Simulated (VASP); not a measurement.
# Rh (I4/mmm) in VASP: single point with r2SCAN

Aim: the single point of Rh with r2SCAN.

Everything below comes from runs of VASP 6.6.1. Logs are shortened: lines on timing, memory, paths and dates and some standing lists are left out, and cuts for length are marked.

**1. The cell of the first run**

It takes space group I4/mmm (No. 139, tetragonal). The conventional cell has a = 2.689 Å, b = 2.689 Å, c = 3.613 Å, α = 90.00°, β = 90.00°, γ = 90.00°. Rh (site symmetry 4/mmm) has 12 Rh at 2.62 to 2.69 Å within 3.5 Å.

**2. Single point, r2SCAN (strain +0.000 along x and y, -0.050 along z)**

Contents of POSCAR:

```
Rh
1.0
    0.0000000000      1.9015500000      1.8064725000
    1.9015500000      0.0000000000      1.8064725000
    1.9015500000      1.9015500000      0.0000000000
Rh
1
Direct
    0.0000000000      0.0000000000      0.0000000000
```

Contents of INCAR.step1:

```
PREC     = Accurate       # precision mode
ENCUT    = 520            # plane-wave cutoff, eV
ISMEAR   = 0              # smearing method
SIGMA    = 0.15           # smearing width, eV
LREAL    = False          # projectors in reciprocal space
LASPH    = True           # aspherical terms in the spheres
NELM     = 80             # most SCF steps
NBANDS   = 14             # bands
GGA      = PE             # functional
ALGO     = Normal         # electronic algorithm
EDIFF    = 1E-4           # SCF threshold, eV
LWAVE    = True           # write WAVECAR
LCHARG   = False          # write CHGCAR
```

Contents of INCAR.step2:

```
PREC     = Accurate       # precision mode
ENCUT    = 520            # plane-wave cutoff, eV
EDIFF    = 1E-6           # SCF threshold, eV
ISMEAR   = 0              # smearing method
SIGMA    = 0.15           # smearing width, eV
LREAL    = False          # projectors in reciprocal space
LASPH    = True           # aspherical terms in the spheres
NELM     = 80             # most SCF steps
ALGO     = Normal         # electronic algorithm
ISIF     = 2              # what is computed and relaxed
LWAVE    = False          # write WAVECAR
LCHARG   = False          # write CHGCAR
METAGGA  = R2SCAN         # meta-GGA
LMIXTAU  = True         
NBANDS   = 14             # bands
ISTART   = 1
```

Contents of KPOINTS:

```
Automatic mesh
0
Gamma
  22 22 22
```

Potentials or basis: VASP PAW PBE potentials, release 64 (Rh_pv).

Command:

```bash
$ cat potpaw_PBE.64/Rh_pv/POTCAR > POTCAR
$ cp INCAR.step1 INCAR
$ mpirun -np 1 vasp_std > vasp.out
$ cp INCAR.step2 INCAR
$ mpirun -np 1 vasp_std > vasp.out
```

OUTCAR:

```text
PREC = Accurate
   ENCUT = 520
   EDIFF = 1E-6
   ISMEAR = 0
   LREAL = False
   LASPH = True
   NELM = 80
   ISIF = 2
   METAGGA = R2SCAN
   ISTART = 1

 ion  position               nearest neighbor table
   1  0.000  0.000  0.000-

  LATTYP: Found a body centered tetragonal cell.
 ALAT       =     2.6891977995
 C/A-ratio  =     1.3435028843

  Lattice vectors:

 A1 = (   0.0000000000,  -1.9015500000,  -1.8064725000)
 A2 = (   0.0000000000,   1.9015500000,  -1.8064725000)
 A3 = (   1.9015500000,   0.0000000000,   1.8064725000)

Analysis of symmetry for initial positions (statically):
=====================================================================
 Subroutine PRICEL returns:
 Original cell was already a primitive cell.

 Routine SETGRP: Setting up the symmetry group for a
 body centered tetragonal supercell.

 Subroutine GETGRP returns: Found 16 space group operations
 (whereof 16 operations were pure point group operations)
 out of a pool of 16 trial point group operations.

The static configuration has the point symmetry D_4h.

Analysis of symmetry for dynamics (positions and initial velocities):
=====================================================================
 Subroutine PRICEL returns:
 Original cell was already a primitive cell.

 Routine SETGRP: Setting up the symmetry group for a
 body centered tetragonal supercell.

 Subroutine GETGRP returns: Found 16 space group operations
 (whereof 16 operations were pure point group operations)
 out of a pool of 16 trial point group operations.

The dynamic configuration has the point symmetry D_4h.

 Subroutine INISYM returns: Found 16 space group operations
 (whereof 16 operations are pure point group operations),
 and found     1 'primitive' translations

----------------------------------------------------------------------------------------

                                     Primitive cell

  volume of cell :      13.0640

  direct lattice vectors                    reciprocal lattice vectors
     0.000000000  1.901550000  1.806472500    -0.262943388  0.262943388  0.276782514
     1.901550000  0.000000000  1.806472500     0.262943388 -0.262943388  0.276782514
     1.901550000  1.901550000  0.000000000     0.262943388  0.262943388 -0.276782514

  length of vectors
     2.622829635  2.622829635  2.689197800     0.463559070  0.463559070  0.463559070

  position of ions in fractional coordinates (direct lattice)
     0.000000000  0.000000000  0.000000000

  ion indices of the primitive-cell ions
   primitive index   ion index
                 1           1

----------------------------------------------------------------------------------------

 KPOINTS: Automatic mesh

Automatic generation of k-mesh.
 Grid dimensions read from file:
 generate k-points for:   22   22   22

 Generating k-lattice:

  Cartesian coordinates                     Fractional coordinates (reciprocal lattice)
    -0.011951972  0.011951972  0.012581023     0.045454545 -0.000000000  0.000000000
     0.011951972 -0.011951972  0.012581023    -0.000000000  0.045454545  0.000000000
     0.011951972  0.011951972 -0.012581023     0.000000000  0.000000000  0.045454545

  Length of vectors
     0.021070867  0.021070867  0.021070867

  Shift w.r.t. Gamma in fractional coordinates (k-lattice)
     0.000000000  0.000000000  0.000000000

 Subroutine IBZKPT returns following result:
 ===========================================

 Found    834 irreducible k-points:

 Following reciprocal coordinates:
            Coordinates               Weight
  0.000000  0.000000  0.000000      1.000000
  0.045455  0.000000  0.000000      8.000000
  0.090909  0.000000  0.000000      8.000000
  0.136364  0.000000  0.000000      8.000000
  0.181818  0.000000  0.000000      8.000000
  0.227273  0.000000  0.000000      8.000000
[... 16 lines left out ...]
  0.500000  0.045455  0.000000      8.000000
 -0.454545  0.045455  0.000000      8.000000
 [... further k-points ...]
   k-points           NKPTS =    834   k-points in BZ     NKDIM =    834   number of bands    NBANDS=     14
   number of dos      NEDOS =    301   number of ions     NIONS =      1
   total plane-waves  NPLWV =   8000
   dimension x,y,z NGX =    20 NGY =   20 NGZ =   20
   dimension x,y,z NGXF=    40 NGYF=   40 NGZF=   40
   ions per type =               1
   NGX,Y,Z   is equivalent  to a cutoff of  12.68, 12.68, 12.36 a.u.
   NGXF,Y,Z  is equivalent  to a cutoff of  25.35, 25.35, 24.73 a.u.
 SYSTEM =  unknown system
   PREC   = accura    normal or accurate (medium, high low for compatibility)
   ISTART =      1    job   : 0-new  1-cont  2-samecut
   ICHARG =      0    charge: 1-file 2-atom 10-const
   ISPIN  =      1    spin polarized calculation?
   LNONCOLLINEAR =      F non collinear calculations
   LSORBIT =      F    spin-orbit coupling
   LASPH  =      T    aspherical Exc in radial PAW
   ENCUT  =  520.0 eV  38.22 Ry    6.18 a.u.   4.88  4.88  5.00*2*pi/ulx,y,z
   NELM   =     80;   NELMIN=  2; NELMDL=  0     # of ELM steps
   EDIFF  = 0.1E-05   stopping-criterion for ELM
   LREAL  =      F    real-space projection
   EDIFFG = 0.1E-04   stopping-criterion for IOM
   NSW    =      0    number of steps for IOM
   IBRION =     -1    ionic relax: 0-MD 1-quasi-New 2-CG
   NFREE  =      0    steps in history (QN), initial steepest desc. (CG)
   ISIF   =      2    stress and relaxation
   ISYM   =      2    0-nonsym 1-usesym 2-fastsym
   POTIM  = 0.5000    time-step for ionic-motion
   TEBEG  =    0.0;   TEEND  =   0.0 temperature during run
   PSTRESS=    0.0 pullay stress
   NELECT =      15.0000    total number of electrons
   NUPDOWN=      -1.0000    fix difference up-down
   EMIN   =  10.00;   EMAX   =-10.00  energy-range for DOS
   EFERMI =   0.00;   METHOD = LEGACY
   ISMEAR =     0;   SIGMA  =   0.15  broadening in eV -4-tet -1-fermi 0-gaus
   EFERMI_NEDOS =   21; number of points for ismear=-14 and -15
   IALGO  =     38    algorithm
   IMIX   =      4    mixing-type and parameters
     AMIX     =   0.40;   BMIX     =  1.00
     AMIX_MAG =   1.60;   BMIX_MAG =  1.00
  volume/ion in A,a.u.               =      13.06        88.16
  Fermi-wavevector in a.u.,A,eV,Ry     =   1.714272  3.239504 39.983811  2.938727
  Thomas-Fermi vector in A             =   2.791860
   LORBIT       =      0    0 simple, 1 ext, 2 COOP (PROOUT), +10 PAW based schemes
   METAGGA = R2SCAN    functional components
   LHFCALC =     F    Hartree Fock is set to
   AEXX    =    0.0000 exact exchange contribution
   IVDW    =     0    specifies the selected vdW correction
   LEPSILON=     F    determine dielectric tensor
   LRPA    =     F    only Hartree local field effects (RPA)
 non-spin polarized calculation
 Gauss-broadening in eV      SIGMA  =   0.15
  energy-cutoff  :      520.00
  volume of cell :       13.06
 maximum number of plane-waves:       370
   NGX =  9   NGY =  9   NGZ =  9

 number of electron      15.0000000 magnetization

 Free energy of the ion-electron system (eV)
  ---------------------------------------------------
  ext. energy  EPLUGINS =         0.00000000
  ---------------------------------------------------
  free energy    TOTEN  =       -24.08826974 eV

  energy without entropy =      -24.07499971  energy(sigma->0) =      -24.08163473

 E-fermi :  12.6872     XC(G=0): -15.5889

 val. band max:       12.6868651067   @ k =  -0.0455   0.2727   0.2273
 cond. band min:      12.6886239944   @ k =   0.3182   0.1364   0.0909
 fundamental gap:      0.0017588877
 Fermi energy:        12.6871673151

 k-point     1 :       0.0000    0.0000    0.0000
  band No.  band energies     occupation
      1     -35.1873      2.00000
      2     -35.1873      2.00000
      3     -35.1543      2.00000
      4       4.1284      2.00000
      5       9.0851      2.00000
      6       9.0851      2.00000
      7       9.6699      2.00000
      8      11.1727      2.00000
      9      11.8833      2.00000
     10      29.4156      0.00000
     11      30.0367      0.00000
     12      34.8306      0.00000
     13      34.8306      0.00000
     14      36.6811      0.00000

 k-point     2 :       0.0455    0.0000    0.0000
  band No.  band energies     occupation
      1     -35.2023      2.00000
      2     -35.1906      2.00000
      3     -35.1611      2.00000
      4       4.2207      2.00000
      5       9.0732      2.00000
      6       9.1219      2.00000
      7       9.6748      2.00000
      8      11.1578      2.00000
      9      11.8560      2.00000
     10      29.5542      0.00000
     11      30.0369      0.00000
     12      34.5603      0.00000
     13      34.9668      0.00000
     14      36.5607      0.00000

 k-point     3 :       0.0909    0.0000    0.0000
  band No.  band energies     occupation
      1     -35.2555      2.00000
      2     -35.2003      2.00000
      3     -35.1712      2.00000
      4       4.4890      2.00000
      5       9.0211      2.00000
      6       9.2202      2.00000
      7       9.7129      2.00000
      8      11.1271      2.00000
      9      11.7847      2.00000
     10      29.9417      0.00000
     11      30.0365      0.00000
     12      33.6633      0.00000
     13      35.3671      0.00000
     14      36.6868      0.00000
[... 324 lines left out ...]
 k-point    23 :       0.5000    0.0455    0.0000
  band No.  band energies     occupation
      1     -36.1081      2.00000
      2     -35.3540      2.00000
      3     -35.2728      2.00000
      4       5.9752      2.00000
      5       8.8935      2.00000
      6       9.3997      2.00000
      7      12.3664      1.99751
      8      13.5124      0.00000
      9      14.3851      0.00000
     10      22.3903      0.00000
     11      29.0485      0.00000
     12      30.0371      0.00000
     13      34.9057      0.00000
     14      35.7976      0.00000

 k-point    24 :      -0.4545    0.0455    0.0000
  band No.  band energies     occupation
      1     -36.0995      2.00000
      2     -35.3493      2.00000
      3     -35.2758      2.00000
      4       5.9875      2.00000
      5       8.8962      2.00000
      6       9.4060      2.00000
      7      12.3815      1.99604
      8      13.3913      0.00000
      9      14.2748      0.00000
     10      22.5748      0.00000
     11      29.0922      0.00000
     12      30.0371      0.00000
     13      35.2007      0.00000
     14      35.6555      0.00000

 [... further k-points ...]
[... 5 lines left out ...]
  --------------------------------------------------------------------------------------
  -------------------------------------------------------------------------------------
  Total        1.0763050      1.0763050      2.1975162      0.0000000     -0.0000000      0.0000000
  in kB      131.9985245    131.9985245    269.5043688      0.0000000     -0.0000000      0.0000000
  external PRESSURE =     177.8338059 kB  Pullay stress =       0.0000000 kB

 VOLUME and BASIS-vectors are now :
 -----------------------------------------------------------------------------
  energy-cutoff  :      520.00
  volume of cell :       13.06
      direct lattice vectors                 reciprocal lattice vectors
     0.000000000  1.901550000  1.806472500    -0.262943388  0.262943388  0.276782514
     1.901550000  0.000000000  1.806472500     0.262943388 -0.262943388  0.276782514
     1.901550000  1.901550000  0.000000000     0.262943388  0.262943388 -0.276782514

 POSITION                                       TOTAL-FORCE (eV/Angst)
 -----------------------------------------------------------------------------------
      0.00000      0.00000      0.00000         0.000000     -0.000000      0.000000
 -----------------------------------------------------------------------------------
    total drift:                                0.000000      0.000000      0.000000

  FREE ENERGIE OF THE ION-ELECTRON SYSTEM (eV)
  ---------------------------------------------------
  free  energy   TOTEN  =       -24.0882697377 eV

  energy  without entropy=      -24.0749997127  energy(sigma->0) =      -24.08163473
```

It took 2.8 min on 1 thread of Intel Xeon 6975P-C (Granite Rapids), shared host; peak memory 0.24 GiB.

Results:

```yaml
Free_energy: -24.0883 eV
Pressure: 17.8 GPa
```

Stress tensor (GPa, compression positive):
```
13.20  0.00  0.00
 0.00 13.20  0.00
 0.00  0.00 26.95
```

Caveat: the cell differs from its parent crystal (strain +0.000 along x and y, -0.050 along z); the PAW data sets were made with another functional, which shifts forces and pressure a little.
